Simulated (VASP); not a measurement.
Input of a VASP 6.6.1 run:

INCAR

```
ALGO     = Normal         # electronic algorithm
EDIFF    = 1E-6           # SCF threshold, eV
ENCUT    = 520            # plane-wave cutoff, eV
GGA      = PE             # functional
ISIF     = 2              # what is computed and relaxed
ISMEAR   = 0              # smearing method
LASPH    = True           # aspherical terms in the spheres
LCHARG   = True           # write CHGCAR
LELF     = True           # ELF
LREAL    = False          # projectors in reciprocal space
LVHAR    = True         
LWAVE    = False          # write WAVECAR
NBANDS   = 36             # bands
NELM     = 80             # most SCF steps
PREC     = Accurate       # precision mode
SIGMA    = 0.1            # smearing width, eV
```

File KPOINTS:

```
k-points
0
Gamma
  4 4 2
```

File POSCAR:

```
HfGa2Te3
1.0
    4.0885460300      0.0000000000      0.0000000000
    0.0000000000      4.0885460300      0.0000000000
    0.0000000000      0.0000000000      8.9228719000
Hf Ga Te
1 2 3
Direct
    0.5000000000      0.5000000000      0.0000000000
    0.5000000000      0.0000000000      0.7391800300
    0.0000000000      0.5000000000      0.2608199700
    0.5000000000      0.0000000000      0.3822810100
    0.0000000000      0.5000000000      0.6177189900
    0.0000000000      0.0000000000      0.0000000000
```

Potentials or basis: VASP PAW PBE potentials, release 64 (Hf_pv, Ga_d, Te).

The run is started by

```console
$ cat potpaw_PBE.64/Hf_pv/POTCAR potpaw_PBE.64/Ga_d/POTCAR potpaw_PBE.64/Te/POTCAR > POTCAR
$ mpirun -np 1 vasp_std > vasp.out
```

Task: Predict the pressure.

Result: 0.7 GPa.

Task: Predict the band gap on the k mesh.

Result: Zero (bands 27 and 28 overlap by 1.09 eV).

Forces in eV/Å, atoms in the order of the input:
```
Hf   0.000  0.000  0.000
Ga   0.000  0.000 -0.810
Ga   0.000  0.000  0.810
Te   0.000  0.000 -0.737
Te   0.000  0.000  0.737
Te   0.000  0.000  0.000
```

Caveat: the k points lie up to 0.38 Å⁻¹ apart, too coarse for converged energies and pressures of a metal; spin-orbit coupling is left out, which moves the levels of the heavy elements.
